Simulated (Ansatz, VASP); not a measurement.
**One calculation of CdH6, two programs**

Contents of INCAR:

```
SYSTEM = CdH6
  PREC = Accurate
  ENCUT = 600
  EDIFF = 1E-7
  ISMEAR = 0
  SIGMA = 0.01
  LREAL = .FALSE.
  LASPH = .TRUE.
  NELM = 80
  ALGO = Normal
  ISIF = 3
  LWAVE = .FALSE.
  LCHARG = .FALSE.
  GGA = PE
  IBRION = 2
  NSW = 80
  EDIFFG = -0.001
```

KPOINTS

```
regular mesh
0
G
  4 4 4
  0 0 0
```

POSCAR

```
CdH6
1.0
    5.9663094078      0.0000000000      0.0000000000
    0.0000000000      5.9663094078      0.0000000000
    0.0000000000      0.0000000000      5.9663094078
Cd H
1 6
Direct
    0.0000000000      0.0000000000      0.0000000000
    0.0628808557      0.5000000000      0.5000000000
    0.5000000000      0.0628808557      0.5000000000
    0.9371191443      0.5000000000      0.5000000000
    0.5000000000      0.9371191443      0.5000000000
    0.5000000000      0.5000000000      0.0628808557
    0.5000000000      0.5000000000      0.9371191443
```

Input for Ansatz:

```yaml
crystal:
  lattice:
    - [5.9663094078, 0.0, 0.0]
    - [0.0, 5.9663094078, 0.0]
    - [0.0, 0.0, 5.9663094078]
  atoms:
    - { symbol: Cd, position: [0.0, 0.0, 0.0] }
    - { symbol: H, position: [0.0628808557, 0.5, 0.5] }
    - { symbol: H, position: [0.5, 0.0628808557, 0.5] }
    - { symbol: H, position: [0.9371191443, 0.5, 0.5] }
    - { symbol: H, position: [0.5, 0.9371191443, 0.5] }
    - { symbol: H, position: [0.5, 0.5, 0.0628808557] }
    - { symbol: H, position: [0.5, 0.5, 0.9371191443] }
basis:
  ecutwfc: 420
kpoints:
  mp_grid: { grid: [4, 4, 4] }
hamiltonian:
  xc: pbe
scf:
  occupations: { method: fixed }
output:
  forces: true
  stress: true
  eigenvalues: true
  write_density: true
  write_potential: true
  elf: true
  volumetric_format: npy
relax:
  adjacent_minimum: "off"
  f_tol: 0.001
  max_steps: 60
  cell: { stress_tol: 0.01 }
```

Alike in both runs: task relaxation of cell and atoms; functional PBE; k mesh 4 × 4 × 4; no spin polarisation.

|  | VASP | Ansatz |
| --- | --- | --- |
| version | VASP 6.6.1 | Ansatz 0.2.0 |
| potentials or method | VASP PAW PBE potentials, release 64 (Cd, H), cutoff 600 eV | scalar-relativistic, plane waves, PAW |
| occupations | gaussian, width 0.01 eV | fixed |
| valence electrons in the cell | 18 | 26 |

|  | VASP | Ansatz | Ansatz less VASP |
| --- | --- | --- | --- |
| gap on the k mesh at the Fermi level, each at its own relaxed structure (eV) | 3.77 | 3.82 | +0.054 |
| relaxed volume (Å³/atom) | 30.34 | 32.38 | +2.042 |
| relaxed cell length with the largest relative difference (Å) | 5.966 | 6.097 | +0.1309 |

One of these differences is far larger than is usual between the two programs; its cause wasn't traced. VASP's potentials hold 18 valence electrons a cell and Ansatz's 26, so a difference there can come from the potentials and not from the codes. Ansatz's warnings: xc potential rough in thin density.
